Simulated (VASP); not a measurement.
# F (Cmce) in VASP: a series of runs

The runs below take F through single point, with PBE, PBE+D3(BJ), PBE+D4.

Everything below comes from runs of VASP 6.6.1. Logs are shortened: lines on timing, memory, paths and dates and some standing lists are left out, and cuts for length are marked.

### Step 1. The cell of the first run

It takes space group Cmce (No. 64, orthorhombic). Conventional cell: a = 4.946 Å, b = 3.221 Å, c = 6.545 Å, α = 90.00°, β = 90.00°, γ = 90.00°. Within 1.9 Å of F (site symmetry m) lie 1 F at 1.40 Å.

### Step 2. Single point, PBE

Input file INCAR:

```
PREC = Accurate
ENCUT = 600
EDIFF = 1E-6
ISMEAR = 0
SIGMA = 0.01
LREAL = F
LASPH = T
NELM = 120
ALGO = Normal
ISIF = 2
LWAVE = F
LCHARG = F
GGA = PE
NBANDS = 22
GGA_COMPAT = F
```

Input file KPOINTS:

```
regular mesh
0
Gamma
  6 6 2
```

Input file POSCAR:

```
F
1.0
    2.4728542882     -1.6104303596      0.0000000000
    2.4728542882      1.6104303596      0.0000000000
    0.0000000000      0.0000000000      6.5449700122
F
4
Direct
    0.9054155717      0.0945844283      0.0963912690
    0.5945844283      0.4054155717      0.5963912690
    0.4054155717      0.5945844283      0.4036087310
    0.0945844283      0.9054155717      0.9036087310
```

Potentials or basis: VASP PAW PBE potentials, release 64 (F).

Command:

```bash
$ cat potpaw_PBE.64/F/POTCAR > POTCAR
$ mpirun -np 1 vasp_std > vasp.out
```

OUTCAR:

```text
PREC = Accurate
   ENCUT = 600
   EDIFF = 1E-6
   ISMEAR = 0
   LREAL = F
   LASPH = T
   NELM = 120
   ISIF = 2
   GGA = PE

 ion  position               nearest neighbor table
   1  0.905  0.095  0.096-   4 1.40
   2  0.595  0.405  0.596-   3 1.40
   3  0.405  0.595  0.404-   2 1.40
   4  0.095  0.905  0.904-   1 1.40

  LATTYP: Found a base centered orthorhombic cell.
 ALAT       =     3.2208607192
 B/A-ratio  =     1.5355238887
 C/A-ratio  =     2.0320562057

  Lattice vectors:

 A1 = (  -2.4728542882,  -1.6104303596,   0.0000000000)
 A2 = (   2.4728542882,  -1.6104303596,   0.0000000000)
 A3 = (   0.0000000000,   0.0000000000,   6.5449700122)

Analysis of symmetry for initial positions (statically):
=====================================================================
 Subroutine PRICEL returns:
 Original cell was already a primitive cell.

 Routine SETGRP: Setting up the symmetry group for a
 base centered orthorhombic supercell.

 Subroutine GETGRP returns: Found  8 space group operations
 (whereof  4 operations were pure point group operations)
 out of a pool of  8 trial point group operations.

The static configuration has the point symmetry C_2h.
 The point group associated with its full space group is D_2h.

Analysis of symmetry for dynamics (positions and initial velocities):
=====================================================================
 Subroutine PRICEL returns:
 Original cell was already a primitive cell.

 Routine SETGRP: Setting up the symmetry group for a
 base centered orthorhombic supercell.

 Subroutine GETGRP returns: Found  8 space group operations
 (whereof  4 operations were pure point group operations)
 out of a pool of  8 trial point group operations.

The dynamic configuration has the point symmetry C_2h.
 The point group associated with its full space group is D_2h.

 Subroutine INISYM returns: Found  8 space group operations
 (whereof  4 operations are pure point group operations),
 and found     1 'primitive' translations

----------------------------------------------------------------------------------------

                                     Primitive cell

  volume of cell :      52.1288

  direct lattice vectors                    reciprocal lattice vectors
[... 88 lines left out ...]
   LASPH  =      T    aspherical Exc in radial PAW
   ENCUT  =  600.0 eV  44.10 Ry    6.64 a.u.   5.89  5.89 13.07*2*pi/ulx,y,z
   NELM   =    120;   NELMIN=  2; NELMDL= -5     # of ELM steps
   EDIFF  = 0.1E-05   stopping-criterion for ELM
   LREAL  =      F    real-space projection
   EDIFFG = 0.1E-04   stopping-criterion for IOM
   NSW    =      0    number of steps for IOM
   IBRION =     -1    ionic relax: 0-MD 1-quasi-New 2-CG
   NFREE  =      0    steps in history (QN), initial steepest desc. (CG)
   ISIF   =      2    stress and relaxation
   ISYM   =      2    0-nonsym 1-usesym 2-fastsym
   POTIM  = 0.5000    time-step for ionic-motion
   TEBEG  =    0.0;   TEEND  =   0.0 temperature during run
   PSTRESS=    0.0 pullay stress
   NELECT =      28.0000    total number of electrons
   NUPDOWN=      -1.0000    fix difference up-down
   EMIN   =  10.00;   EMAX   =-10.00  energy-range for DOS
   EFERMI =   0.00;   METHOD = LEGACY
   ISMEAR =     0;   SIGMA  =   0.01  broadening in eV -4-tet -1-fermi 0-gaus
   EFERMI_NEDOS =   21; number of points for ismear=-14 and -15
   IALGO  =     38    algorithm
   IMIX   =      4    mixing-type and parameters
     AMIX     =   0.40;   BMIX     =  1.00
     AMIX_MAG =   1.60;   BMIX_MAG =  1.00
  volume/ion in A,a.u.               =      13.03        87.95
  Fermi-wavevector in a.u.,A,eV,Ry     =   1.330765  2.514782 24.095050  1.770936
  Thomas-Fermi vector in A             =   2.459827
   LORBIT       =      0    0 simple, 1 ext, 2 COOP (PROOUT), +10 PAW based schemes
   GGA     = PE    functional components
   LHFCALC =     F    Hartree Fock is set to
   AEXX    =    0.0000 exact exchange contribution
   IVDW    =     0    specifies the selected vdW correction
   LEPSILON=     F    determine dielectric tensor
   LRPA    =     F    only Hartree local field effects (RPA)
 non-spin polarized calculation
 Gauss-broadening in eV      SIGMA  =   0.01
  energy-cutoff  :      600.00
  volume of cell :       52.13
 maximum number of plane-waves:      1772
   NGX = 11   NGY = 11   NGZ = 27

 number of electron      28.0000030 magnetization

 Free energy of the ion-electron system (eV)
  ---------------------------------------------------
  ext. energy  EPLUGINS =         0.00000000
  ---------------------------------------------------
  free energy    TOTEN  =        -7.16747746 eV

  energy without entropy =       -7.16747746  energy(sigma->0) =       -7.16747746

 E-fermi :  -4.0162     XC(G=0):  -8.5760

 val. band max:       -4.0819103498   @ k =   0.0000   0.0000   0.0000
 cond. band min:      -1.2144687420   @ k =   0.0000   0.0000   0.0000
 fundamental gap:      2.8674416078
 Fermi energy:        -4.0162380536

 k-point     1 :       0.0000    0.0000    0.0000
  band No.  band energies     occupation
      1     -29.4492      2.00000
      2     -29.2611      2.00000
      3     -22.9857      2.00000
      4     -22.4391      2.00000
      5     -11.0446      2.00000
      6      -9.9684      2.00000
[... 589 lines left out ...]
     21      15.2153      0.00000
     22      15.2153      0.00000

 [... further k-points ...]

------------------------ aborting loop because EDIFF is reached ----------------------------------------

  FORCE on cell =-STRESS in cart. coord.  units (eV):
  Direction    XX          YY          ZZ          XY          YZ          ZX
  --------------------------------------------------------------------------------------
  -------------------------------------------------------------------------------------
  Total        0.8661991      1.3097226      2.8017886      0.0000000     -0.0000000      0.0000000
  in kB       26.6225824     40.2542526     86.1128201      0.0000000     -0.0000000      0.0000000
  external PRESSURE =      50.9965517 kB  Pullay stress =       0.0000000 kB

 VOLUME and BASIS-vectors are now :
 -----------------------------------------------------------------------------
  energy-cutoff  :      600.00
  volume of cell :       52.13
      direct lattice vectors                 reciprocal lattice vectors
     2.472854288 -1.610430360  0.000000000     0.202195496 -0.310476015  0.000000000
     2.472854288  1.610430360  0.000000000     0.202195496  0.310476015  0.000000000
     0.000000000  0.000000000  6.544970012     0.000000000  0.000000000  0.152789088

 POSITION                                       TOTAL-FORCE (eV/Angst)
 -----------------------------------------------------------------------------------
      2.47285     -1.30579      0.63088         0.000000      0.412527      0.896004
      2.47285     -0.30464      3.90336         0.000000     -0.412527      0.896004
      2.47285      0.30464      2.64161         0.000000      0.412527     -0.896004
      2.47285      1.30579      5.91409         0.000000     -0.412527     -0.896004
 -----------------------------------------------------------------------------------
    total drift:                               -0.000000      0.000000      0.000000

  FREE ENERGIE OF THE ION-ELECTRON SYSTEM (eV)
  ---------------------------------------------------
  free  energy   TOTEN  =        -7.1674774564 eV

  energy  without entropy=       -7.1674774564  energy(sigma->0) =       -7.16747746
```

OSZICAR:

```text
N       E                     dE             d eps       ncg     rms          rms(c)
DAV:   1     0.180828547653E+03    0.18083E+03   -0.17769E+04  1144   0.137E+03
DAV:   2    -0.943881066679E+00   -0.18177E+03   -0.17680E+03  1546   0.310E+02
DAV:   3    -0.875732963329E+01   -0.78134E+01   -0.77776E+01  1354   0.596E+01
DAV:   4    -0.880205030620E+01   -0.44721E-01   -0.44719E-01  1192   0.509E+00
DAV:   5    -0.880227401458E+01   -0.22371E-03   -0.22371E-03  1306   0.345E-01    0.112E+01
DAV:   6    -0.759305322319E+01    0.12092E+01   -0.44827E-01  1168   0.687E+00    0.632E+00
DAV:   7    -0.716977495149E+01    0.42328E+00   -0.60287E-01  1198   0.746E+00    0.715E-01
DAV:   8    -0.716728392244E+01    0.24910E-02   -0.73172E-02  1180   0.203E+00    0.114E-01
DAV:   9    -0.716741693890E+01   -0.13302E-03   -0.82006E-04  1240   0.228E-01    0.587E-02
DAV:  10    -0.716747637361E+01   -0.59435E-04   -0.79845E-05  1210   0.855E-02    0.175E-02
DAV:  11    -0.716747735080E+01   -0.97719E-06   -0.11174E-05  1276   0.323E-02    0.323E-03
DAV:  12    -0.716747745636E+01   -0.10556E-06   -0.56767E-07   698   0.668E-03
   1 F= -.71674775E+01 E0= -.71674775E+01  d E =-.145754E-22
```

Wall time 9.7 s (1 thread of Intel Xeon 6975P-C (Granite Rapids), shared host); peak memory 0.17 GiB.

Results:

```
Free energy            : -7.1675 eV
Pressure               : 5.1 GPa
Largest force          : 0.986 eV/Å
Band gap on the k mesh : 2.87 eV
```

Forces on the atoms (eV/Å):
```
F    0.000  0.413  0.896
F    0.000 -0.413  0.896
F    0.000  0.413 -0.896
F    0.000 -0.413 -0.896
```

Stress tensor (GPa, compression positive):
```
2.66 0.00 0.00
0.00 4.03 0.00
0.00 0.00 8.61
```

Caveat: the k points lie up to 0.48 Å⁻¹ apart; this functional lacks dispersion, which holds the molecules together, so the pressure and a relaxed volume are unreliable.

[end of part 1 of 2]
